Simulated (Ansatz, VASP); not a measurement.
## Two plane-wave programs on GaN

The input POSCAR:

```
GaN
1.0
    0.0000000000      2.2030272149      2.2030272149
    2.2030272149      0.0000000000      2.2030272149
    2.2030272149      2.2030272149      0.0000000000
Ga N
1 1
Direct
    0.0000000000      0.0000000000      0.0000000000
    0.7500000000      0.7500000000      0.7500000000
```

INCAR.step1

```
PREC = Accurate
ENCUT = 520
ISMEAR = 0
SIGMA = 0.02
LREAL = False
LASPH = True
NELM = 100
NBANDS = 16
GGA = PE
ALGO = Normal
EDIFF = 1E-4
LWAVE = True
LCHARG = False
```

File INCAR.step2:

```
PREC = Accurate
ENCUT = 520
EDIFF = 1E-6
ISMEAR = 0
SIGMA = 0.02
LREAL = False
LASPH = True
NELM = 100
ALGO = Normal
ISIF = 2
LWAVE = False
LCHARG = False
METAGGA = R2SCAN
LMIXTAU = True
NBANDS = 16
ISTART = 1
```

File KPOINTS:

```
regular mesh
0
Gamma
  10 10 10
```

Input for Ansatz:

```yaml
crystal:
  lattice:
    - [0.0, 2.2030272166, 2.2030272166]
    - [2.2030272166, 0.0, 2.2030272166]
    - [2.2030272166, 2.2030272166, 0.0]
  atoms:
    - { symbol: Ga, position: [0.0, 0.0, 0.0] }
    - { symbol: "N", position: [0.75, 0.75, 0.75] }
basis:
  ecutwfc: 500
kpoints:
  mp_grid: { grid: [10, 10, 10] }
hamiltonian:
  xc: r2scan
scf:
  occupations: { method: gaussian, width: 0.02 }
output:
  forces: true
  stress: true
  eigenvalues: true
```

Alike in both runs: task single point; functional r2SCAN; k mesh 10 × 10 × 10; occupations gaussian, width 0.02 eV; no spin polarisation.

```csv
,VASP,Ansatz
version,VASP 6.6.1,Ansatz 0.2.0
potentials or method,"VASP PAW PBE potentials, release 64 (Ga_d, N), cutoff 520 eV","scalar-relativistic, plane waves, PAW"
valence electrons in the cell,18,18
```

Ansatz gave:

* gap on the k mesh at the Fermi level (eV): 2.58
* least direct gap on the mesh (eV): 2.58
* pressure (GPa): 13.9

Question: Which values does VASP return?

Answer: gap on the k mesh at the Fermi level (eV): 2.57; least direct gap on the mesh (eV): 2.57; pressure (GPa): 15.2.

VASP's potentials were made for PBE, not for r2SCAN. The functional is the same, so the differences come from potentials, cutoffs and numerics.
